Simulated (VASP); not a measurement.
Runs of VASP 6.6.1 on ScPb. The structure is that of space group P-6m2 (No. 187), or close to it. The cells are those of the table. 

```tsv
task	cell	cutoff (eV)	smearing	gap on the mesh (eV)	pressure (GPa)	relaxed volume (Å³/atom)
relaxation of cell and atoms	relaxed from a = 3.544, b = 3.544, c = 4.721 Å, angles 90.0, 90.0, 120.0°, 2 atoms	600	gaussian 0.1 eV	none	0.0	25.60
single point	a = 3.486, b = 3.486, c = 4.859 Å, angles 90.0, 90.0, 120.0°, 2 atoms	520	gaussian 0.1 eV	none	0.0	-
relaxation of cell and atoms	relaxed from a = 3.486, b = 3.486, c = 4.859 Å, angles 90.0, 90.0, 120.0°, 2 atoms	600	fermi-dirac 0.15 eV	none	0.0	(a)
single point	a = 3.502, b = 3.502, c = 4.837 Å, angles 90.0, 90.0, 120.0°, 2 atoms	520	fermi-dirac 0.15 eV	none	0.0	-
```

Alike in all rows: level PBE; potentials or basis VASP PAW PBE potentials, release 64 (Sc_sv, Pb_d); no spin polarisation; k mesh 15 × 15 × 10.

**Question.** Estimate the missing entries.

**Answer.** (a) 25.71.

Caveats: spin-orbit coupling is left out, which moves the levels of the heavy elements.

A k mesh can miss the band edges, and the runs leave out spin-orbit coupling on Pb.

A gap of «none» marks levels without a gap at the run's occupations.
